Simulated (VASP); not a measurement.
# Si16Ge (a cell with a defect) in VASP: single point with PBE

Aim: the single point of Si16Ge (a cell with a defect) with PBE.

Program: VASP 6.6.1. These are calculated values, not measurements. Logs are shortened: lines on timing, memory, paths and dates and some standing lists are left out, and cuts for length are marked.

**1. The cell of the first run**

The cell holds a defect, 17 atoms: a = 7.679 Å, b = 7.679 Å, c = 7.679 Å, α = 60.00°, β = 60.00°, γ = 60.00°.

**2. Single point, PBE**

Contents of INCAR:

```
SYSTEM = Si16Ge
ALGO = Normal
EDIFF = 1E-6
ENCUT = 520
GGA = PE
ISIF = 2
ISMEAR = -1
LASPH = .TRUE.
LCHARG = .FALSE.
LREAL = Auto
LWAVE = .FALSE.
NBANDS = 53
NELM = 60
PREC = Accurate
SIGMA = 0.02
```

Contents of KPOINTS:

```
k-points
0
G
  2 2 2
  0 0 0
```

Contents of POSCAR:

```
Si16Ge
1.0
    0.0000000000      5.4300000000      5.4300000000
    5.4300000000      0.0000000000      5.4300000000
    5.4300000000      5.4300000000      0.0000000000
Si Ge
16 1
Direct
    0.0744579549     -0.0254153874     -0.0246988647
    0.1388336836      0.1266236789      0.1273771935
   -0.0131106629      0.0174250425      0.4976512733
    0.1388456205      0.1266242096      0.6067831426
   -0.0131367419      0.4969338812      0.0181781192
    0.1390193722      0.6060163497      0.1272980782
   -0.0132051588      0.4969717468      0.4976776442
    0.0512576281      0.6489973091      0.6496962171
    0.5107896026      0.0114534652      0.0118012935
    0.6946398069      0.1011920338      0.1018636091
    0.5107729856      0.0116953965      0.4653741372
    0.6148629018      0.1585659672      0.6131853627
    0.5108989800      0.4645049136      0.0122474303
    0.6148885760      0.6125376604      0.1596499851
    0.4314401443      0.5222133840      0.5230016004
    0.6148453558      0.6124333163      0.6126150060
    0.5627299512      0.8111594327      0.8126549723
```

Potentials or basis: VASP PAW PBE potentials, release 64 (Si, Ge_d).

Run with:

```bash
$ cat potpaw_PBE.64/Si/POTCAR potpaw_PBE.64/Ge_d/POTCAR > POTCAR
$ mpirun -np 1 vasp_std > vasp.out
```

OUTCAR:

```text
SYSTEM = Si16Ge
   EDIFF = 1E-6
   ENCUT = 520
   GGA = PE
   ISIF = 2
   ISMEAR = -1
   LASPH = .TRUE.
   LREAL = Auto
   NELM = 60
   PREC = Accurate

 ion  position               nearest neighbor table
   1  0.074  0.975  0.975-   2 2.34   4 2.34   6 2.34  10 2.38
   2  0.139  0.127  0.127-   3 2.33   5 2.33   9 2.33   1 2.34
   3  0.987  0.017  0.498-   2 2.33   4 2.33  12 2.34   8 2.34
   4  0.139  0.127  0.607-   3 2.33   7 2.33  11 2.33   1 2.34
   5  0.987  0.497  0.018-   2 2.33   6 2.33  14 2.34   8 2.34
   6  0.139  0.606  0.127-   5 2.33   7 2.33  13 2.33   1 2.34
   7  0.987  0.497  0.498-   4 2.33   6 2.33  16 2.34   8 2.34
   8  0.051  0.649  0.650-   3 2.34   5 2.34   7 2.34  15 2.38
   9  0.511  0.011  0.012-  10 2.32   2 2.33  17 2.45  12 2.51  14 2.51
  10  0.695  0.101  0.102-  13 2.32  11 2.32   9 2.32   1 2.38
  11  0.511  0.012  0.465-  10 2.32   4 2.33  17 2.45  12 2.51  16 2.51
  12  0.615  0.159  0.613-  15 2.32   3 2.34  17 2.45   9 2.51  11 2.51
  13  0.511  0.465  0.012-  10 2.32   6 2.33  17 2.44  14 2.51  16 2.51
  14  0.615  0.613  0.160-  15 2.32   5 2.34  17 2.45   9 2.51  13 2.51
  15  0.431  0.522  0.523-  16 2.31  14 2.32  12 2.32   8 2.38
  16  0.615  0.612  0.613-  15 2.31   7 2.34  17 2.44  11 2.51  13 2.51
  17  0.563  0.811  0.813-  13 2.44  16 2.44  14 2.45  11 2.45  12 2.45   9 2.45

  LATTYP: Found a face centered cubic cell.
 ALAT       =    10.8600000000

  Lattice vectors:

 A1 = (   0.0000000000,   5.4300000000,   5.4300000000)
 A2 = (   5.4300000000,   0.0000000000,   5.4300000000)
 A3 = (   5.4300000000,   5.4300000000,   0.0000000000)

Analysis of symmetry for initial positions (statically):
=====================================================================
 Subroutine PRICEL returns:
 Original cell was already a primitive cell.

 Routine SETGRP: Setting up the symmetry group for a
 face centered cubic supercell.

 Subroutine GETGRP returns: Found  1 space group operations
 (whereof  1 operations were pure point group operations)
 out of a pool of 48 trial point group operations.

The static configuration has the point symmetry C_1 .

Analysis of symmetry for dynamics (positions and initial velocities):
=====================================================================
 Subroutine PRICEL returns:
 Original cell was already a primitive cell.

 Routine SETGRP: Setting up the symmetry group for a
 face centered cubic supercell.

 Subroutine GETGRP returns: Found  1 space group operations
 (whereof  1 operations were pure point group operations)
 out of a pool of 48 trial point group operations.

The dynamic configuration has the point symmetry C_1 .

 Subroutine INISYM returns: Found  1 space group operations
 (whereof  1 operations are pure point group operations),
 and found     1 'primitive' translations

----------------------------------------------------------------------------------------

                                     Primitive cell

  volume of cell :     320.2060

  direct lattice vectors                    reciprocal lattice vectors
     0.000000000  5.430000000  5.430000000    -0.092081031  0.092081031  0.092081031
     5.430000000  0.000000000  5.430000000     0.092081031 -0.092081031  0.092081031
     5.430000000  5.430000000  0.000000000     0.092081031  0.092081031 -0.092081031

  length of vectors
     7.679179644  7.679179644  7.679179644     0.159489025  0.159489025  0.159489025

  position of ions in fractional coordinates (direct lattice)
     0.074457955  0.974584613  0.975301135
     0.138833684  0.126623679  0.127377194
     0.986889337  0.017425043  0.497651273
     0.138845620  0.126624210  0.606783143
     0.986863258  0.496933881  0.018178119
     0.139019372  0.606016350  0.127298078
[... 9 lines left out ...]
     0.614845356  0.612433316  0.612615006
     0.562729951  0.811159433  0.812654972

  ion indices of the primitive-cell ions
   primitive index   ion index
                 1           1
                 2           2
                 3           3
                 4           4
                 5           5
                 6           6
[... 9 lines left out ...]
                16          16
                17          17

----------------------------------------------------------------------------------------

 KPOINTS: k-points

Automatic generation of k-mesh.
 Grid dimensions read from file:
 generate k-points for:    2    2    2

 Generating k-lattice:

  Cartesian coordinates                     Fractional coordinates (reciprocal lattice)
    -0.046040516  0.046040516  0.046040516     0.500000000  0.000000000  0.000000000
     0.046040516 -0.046040516  0.046040516     0.000000000  0.500000000  0.000000000
     0.046040516  0.046040516 -0.046040516     0.000000000  0.000000000  0.500000000

  Length of vectors
     0.079744512  0.079744512  0.079744512

  Shift w.r.t. Gamma in fractional coordinates (k-lattice)
     0.000000000  0.000000000  0.000000000

 Subroutine IBZKPT returns following result:
 ===========================================

 Found      8 irreducible k-points:

 Following reciprocal coordinates:
            Coordinates               Weight
  0.000000  0.000000  0.000000      1.000000
  0.500000  0.000000  0.000000      1.000000
  0.000000  0.500000  0.000000      1.000000
  0.000000  0.000000  0.500000      1.000000
  0.500000  0.500000  0.500000      1.000000
  0.500000  0.500000  0.000000      1.000000
  0.000000  0.500000  0.500000      1.000000
  0.500000  0.000000  0.500000      1.000000
   k-points           NKPTS =      8   k-points in BZ     NKDIM =      8   number of bands    NBANDS=     53
   number of dos      NEDOS =    301   number of ions     NIONS =     17
   total plane-waves  NPLWV = 216000
   dimension x,y,z NGX =    60 NGY =   60 NGZ =   60
   dimension x,y,z NGXF=   120 NGYF=  120 NGZF=  120
   ions per type =              16   1
   NGX,Y,Z   is equivalent  to a cutoff of  12.99, 12.99, 12.99 a.u.
   NGXF,Y,Z  is equivalent  to a cutoff of  25.98, 25.98, 25.98 a.u.
 SYSTEM =  Si16Ge
   PREC   = accura    normal or accurate (medium, high low for compatibility)
   ISTART =      0    job   : 0-new  1-cont  2-samecut
   ICHARG =      2    charge: 1-file 2-atom 10-const
   ISPIN  =      1    spin polarized calculation?
   LNONCOLLINEAR =      F non collinear calculations
   LSORBIT =      F    spin-orbit coupling
   LASPH  =      T    aspherical Exc in radial PAW
   ENCUT  =  520.0 eV  38.22 Ry    6.18 a.u.  14.28 14.28 14.28*2*pi/ulx,y,z
   NELM   =     60;   NELMIN=  2; NELMDL= -5     # of ELM steps
   EDIFF  = 0.1E-05   stopping-criterion for ELM
   LREAL  =      T    real-space projection
   EDIFFG = 0.1E-04   stopping-criterion for IOM
   NSW    =      0    number of steps for IOM
   IBRION =     -1    ionic relax: 0-MD 1-quasi-New 2-CG
   NFREE  =      0    steps in history (QN), initial steepest desc. (CG)
   ISIF   =      2    stress and relaxation
   ISYM   =      2    0-nonsym 1-usesym 2-fastsym
   POTIM  = 0.5000    time-step for ionic-motion
   TEBEG  =    0.0;   TEEND  =   0.0 temperature during run
   PSTRESS=    0.0 pullay stress
   NELECT =      78.0000    total number of electrons
   NUPDOWN=      -1.0000    fix difference up-down
   EMIN   =  10.00;   EMAX   =-10.00  energy-range for DOS
   EFERMI =   0.00;   METHOD = LEGACY
   ISMEAR =    -1;   SIGMA  =   0.02  broadening in eV -4-tet -1-fermi 0-gaus
   EFERMI_NEDOS =   21; number of points for ismear=-14 and -15
   IALGO  =     38    algorithm
   IMIX   =      4    mixing-type and parameters
     AMIX     =   0.40;   BMIX     =  1.00
     AMIX_MAG =   1.60;   BMIX_MAG =  1.00
  volume/ion in A,a.u.               =      18.84       127.11
  Fermi-wavevector in a.u.,A,eV,Ry     =   1.022421  1.932096 14.222785  1.045345
  Thomas-Fermi vector in A             =   2.156100
   LORBIT       =      0    0 simple, 1 ext, 2 COOP (PROOUT), +10 PAW based schemes
   GGA     = PE    functional components
   LHFCALC =     F    Hartree Fock is set to
   AEXX    =    0.0000 exact exchange contribution
   IVDW    =     0    specifies the selected vdW correction
   LEPSILON=     F    determine dielectric tensor
   LRPA    =     F    only Hartree local field effects (RPA)
 non-spin polarized calculation
  energy-cutoff  :      520.00
  volume of cell :      320.21
 maximum number of plane-waves:      8646
 NGX is ok and might be reduce to    60
   NGX = 29   NGY = 29   NGZ = 29

 number of electron      78.0000000 magnetization

 Free energy of the ion-electron system (eV)
  ---------------------------------------------------
  ext. energy  EPLUGINS =         0.00000000
  ---------------------------------------------------
  free energy    TOTEN  =       -86.35800455 eV

  energy without entropy =      -86.35620560  energy(sigma->0) =      -86.35710507

 E-fermi :   6.6337     XC(G=0):  -9.7736

 val. band max:        6.5586408143   @ k =   0.5000   0.0000   0.0000
 cond. band min:       6.7136885902   @ k =   0.0000   0.0000   0.0000
 fundamental gap:      0.1550477759
 Fermi energy:         6.6337401932

 k-point     1 :       0.0000    0.0000    0.0000
  band No.  band energies     occupation
      1     -17.9181      2.00000
      2     -17.9180      2.00000
      3     -17.7884      2.00000
      4     -17.7884      2.00000
      5     -17.7828      2.00000
      6      -6.3410      2.00000
[... 43 lines left out ...]
     50       8.6109      0.00000
     51       8.8290      0.00000

 k-point     2 :       0.5000    0.0000    0.0000
  band No.  band energies     occupation
      1     -17.9181      2.00000
      2     -17.9180      2.00000
      3     -17.7884      2.00000
      4     -17.7884      2.00000
      5     -17.7828      2.00000
      6      -5.9905      2.00000
[... 316 lines left out ...]
 k-point     8 :       0.5000    0.0000    0.5000
  band No.  band energies     occupation
      1     -17.9181      2.00000
      2     -17.9180      2.00000
      3     -17.7884      2.00000
      4     -17.7884      2.00000
      5     -17.7828      2.00000
      6      -5.8056      2.00000
[... 43 lines left out ...]
     50      10.3831      0.00000
     51      10.4223      0.00000
 [bands above 51 left out]

------------------------ aborting loop because EDIFF is reached ----------------------------------------

  FORCE on cell =-STRESS in cart. coord.  units (eV):
  Direction    XX          YY          ZZ          XY          YZ          ZX
  --------------------------------------------------------------------------------------
  -------------------------------------------------------------------------------------
  Total       10.8495737     10.8395998     10.8586417      1.3048931     -1.3091791      1.3167297
  in kB       54.2867411     54.2368358     54.3321139      6.5291409     -6.5505863      6.5883664
  external PRESSURE =      54.2852303 kB  Pullay stress =       0.0000000 kB

 VOLUME and BASIS-vectors are now :
 -----------------------------------------------------------------------------
  energy-cutoff  :      520.00
  volume of cell :      320.21
      direct lattice vectors                 reciprocal lattice vectors
     0.000000000  5.430000000  5.430000000    -0.092081031  0.092081031  0.092081031
     5.430000000  0.000000000  5.430000000     0.092081031 -0.092081031  0.092081031
     5.430000000  5.430000000  0.000000000     0.092081031  0.092081031 -0.092081031

 POSITION                                       TOTAL-FORCE (eV/Angst)
 -----------------------------------------------------------------------------------
     10.58788      5.70019      5.69630        -0.002996      0.002358      0.002732
      1.37922      1.44553      1.44143         0.001998     -0.001550      0.001604
      2.79686      8.06106      5.45343         0.003424     -0.002780     -0.000434
      3.98240      4.04876      1.44150         0.003346     -0.004917      0.002150
      2.79706      5.45737      8.05702         0.004877      0.004632     -0.000460
      3.98190      1.44610      4.04554         0.003289     -0.001222     -0.011637
[... 9 lines left out ...]
      6.65201      6.66511      6.66412         0.005298      0.012817      0.006459
      8.81731      7.46834      7.46022         0.015997     -0.003377      0.019835
 -----------------------------------------------------------------------------------
    total drift:                                0.003975     -0.003029      0.004126

  FREE ENERGIE OF THE ION-ELECTRON SYSTEM (eV)
  ---------------------------------------------------
  free  energy   TOTEN  =       -86.3580045462 eV

  energy  without entropy=      -86.3562056037  energy(sigma->0) =      -86.35710507
```

Run time: 5.3 min. Hardware: 1 thread of Intel Xeon Platinum 8259CL at 2.50GHz (Skylake/Cascade Lake), shared host; peak memory 0.49 GiB.

What came out:

| Property | Result |
| --- | --- |
| Free energy | -86.3580 eV |
| Pressure | 5.4 GPa |
| Largest force | 0.026 eV/Å |
| Band gap on the k mesh | 0.16 eV |

Forces in eV/Å, atoms in the order of the input:
```
Si  -0.003  0.002  0.003
Si   0.002 -0.002  0.002
Si   0.003 -0.003  0.000
Si   0.003 -0.005  0.002
Si   0.005  0.005  0.000
Si   0.003 -0.001 -0.012
Si  -0.007 -0.003  0.000
Si  -0.011  0.010  0.006
Si  -0.005  0.007  0.003
Si   0.003 -0.008 -0.016
Si  -0.005  0.008 -0.003
Si  -0.002 -0.001  0.001
Si   0.001 -0.004  0.004
Si  -0.013 -0.007  0.005
Si   0.004 -0.008 -0.019
Si   0.005  0.013  0.006
Ge   0.016 -0.003  0.020
```

Stress tensor (GPa, compression positive):
```
 5.43  0.65  0.66
 0.65  5.42 -0.66
 0.66 -0.66  5.43
```

Levels at points of the mesh, in eV from the valence-band top:
```csv
k point,band 37,band 38,band 39,band 40,band 41,band 42
"(0.00, 0.00, 0.00)",-0.35,-0.33,-0.33,0.16,0.16,0.51
"(0.50, 0.00, 0.00)",-1.00,-1.00,0.00,0.65,0.65,1.39
"(0.00, 0.50, 0.00)",-1.13,-0.54,-0.22,0.47,0.96,1.11
"(0.00, 0.00, 0.50)",-1.13,-0.54,-0.22,0.47,0.96,1.11
"(0.50, 0.50, 0.50)",-1.13,-0.54,-0.22,0.47,0.96,1.11
"(0.50, 0.50, 0.00)",-1.47,-0.36,-0.04,0.66,1.64,1.65
"(0.00, 0.50, 0.50)",-1.47,-0.36,-0.04,0.66,1.64,1.65
"(0.50, 0.00, 0.50)",-1.47,-0.36,-0.04,0.66,1.64,1.65
```

Caveat: the k points lie up to 0.50 Å⁻¹ apart.
